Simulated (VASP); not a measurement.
Write the native input for VASP 6.6.1 that does the following.

| Quantity | Value |
| --- | --- |
| Task | single point |
| Functional | PBEsol |
| Potentials or basis | VASP PAW PBE potentials, release 64 (Be) |
| Cutoff | 520 eV |
| k mesh | 6 × 6 × 4 |
| Occupations | gaussian, width 0.1 eV |
| Spin | no spin polarisation |
| Dipole correction | no |
| Further INCAR settings | LREAL = Auto; ALGO = Normal; EDIFF = 1e-06; NBANDS = 40 |

The structure of Be (a cell with a defect) lies in POSCAR:

```
Be
1.0
   -4.9856521339      2.4928260670     -2.4928260670
   -2.4928260670     -2.4928260670     -4.9856521339
   -4.9856521339     -2.4928260670      2.4928260670
Be
23
Direct
    0.7951871812      0.6666667825      0.5906677644
    0.4166666555      0.6666666488      0.7499999798
    0.5594336358      0.6666666488      0.3638945220
    0.6663445578      0.6666667825     -0.0174321228
    0.0381460964      0.6666667825      0.9093322956
    0.1669887197      0.6666667825      0.5174322096
    0.2738996752      0.6666666488      0.1361054646
    0.7128973445      0.3263084995      0.8677800584
    0.8322041039      0.3223411148      0.4947488180
    0.9559865735      0.3600592163      0.1291663523
    0.4607941158      0.3263084995      0.6322199013
    0.5877594855      0.3244809886      0.2499999933
    0.0752935938      0.3494127989      0.7499999798
    0.1839541700      0.3600592163      0.3708336343
    0.3454547410      0.3223411148      0.0052511686
    0.7580397171     -0.0160794746      0.7499999799
    0.8773467106     -0.0267258919      0.3708336343
    0.3725391952      0.0070248249      0.8677800584
    0.4878785699      0.0109922096      0.4947488180
    0.6493791410     -0.0267258919      0.1291663523
    0.1204359665      0.0070248249      0.6322199013
    0.2455738254      0.0088523358      0.2499999933
    0.0011292070      0.0109922096      0.0052511686
```

One way to write it, as run:

INCAR

```
SYSTEM = Be
PREC = Accurate ; ENCUT = 520
EDIFF = 1E-6 ; ISMEAR = 0
SIGMA = 0.1 ; LREAL = Auto
LASPH = .True. ; NELM = 80
ALGO = Normal ; ISIF = 2
LWAVE = .False. ; LCHARG = .False.
GGA = PS ; NBANDS = 40
```

KPOINTS

```
regular mesh
0
Gamma
  6 6 4
  0 0 0
```

Potentials or basis: VASP PAW PBE potentials, release 64 (Be).

Command:

```console
$ cat potpaw_PBE.64/Be/POTCAR > POTCAR
$ mpirun -np 1 vasp_std > vasp.out
```

It gave:

| Quantity | Value |
| --- | --- |
| Pressure | -2.1 GPa |
| Largest force | 0.017 eV/Å |
| Band gap on the k mesh | zero (band 23 reaches 7.78 eV, above the bottom of band 24 at 5.56 eV) |

Caveat: the PAW data sets were made with another functional, which shifts forces and pressure a little.

Run time: 13 min on 1 thread of Oxide Virtual Turin-like Processor (shared host), peak memory 0.39 GiB.
